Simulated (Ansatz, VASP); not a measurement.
**PtSe2 in VASP and in Ansatz**

```
Pt Se
1.0
     3.17803    0.00000    0.00000
    -1.58902    3.23795    0.00000
     0.00000    0.00000    4.62967
Pt Se
1 2
Direct
  0.00000 0.00000 0.00000
  0.33333 0.66667 0.27215
  0.66667 0.33333 0.72785
```

Change from the starting cell: normal strain along x -0.1500, normal strain along y +0.0000.

Alike in both runs: task single point; functional PBEsol; dispersion D3(BJ); k mesh 12 × 12 × 8; occupations gaussian, width 0.15 eV; no spin polarisation.

|  | VASP | Ansatz |
| --- | --- | --- |
| version | VASP 6.6.1 | Ansatz 0.2.0 |
| potentials or method | VASP PAW PBE potentials, release 64 (Pt, Se), cutoff 520 eV | scalar-relativistic, plane waves, PAW |
| valence electrons in the cell | 22 | 50 |

|  | VASP | Ansatz | Ansatz less VASP |
| --- | --- | --- | --- |
| gap on the k mesh at the Fermi level (eV) | none | none | - |
| pressure (GPa) | 43.2 | 42.5 | -0.66 |
| traceless stress, the component that is largest in VASP (GPa) | 24.32 | 24.12 | -0.193 |
| rms of the force components (eV/Å) | 1.564 | 1.536 | -0.0276 |

VASP's potentials were made for PBE, not for PBEsol, and Ansatz warns of the same on its side. Atom by atom the forces differ by 0.028 eV/Å (rms over components). A gap of «none» marks a metal or a gap that the smearing closes. Both programs put the cell under a high pressure, so it lies far from rest at this level. VASP's potentials hold 22 valence electrons a cell and Ansatz's 50, so a difference there can come from the potentials and not from the codes.

Spin-orbit coupling is off throughout.
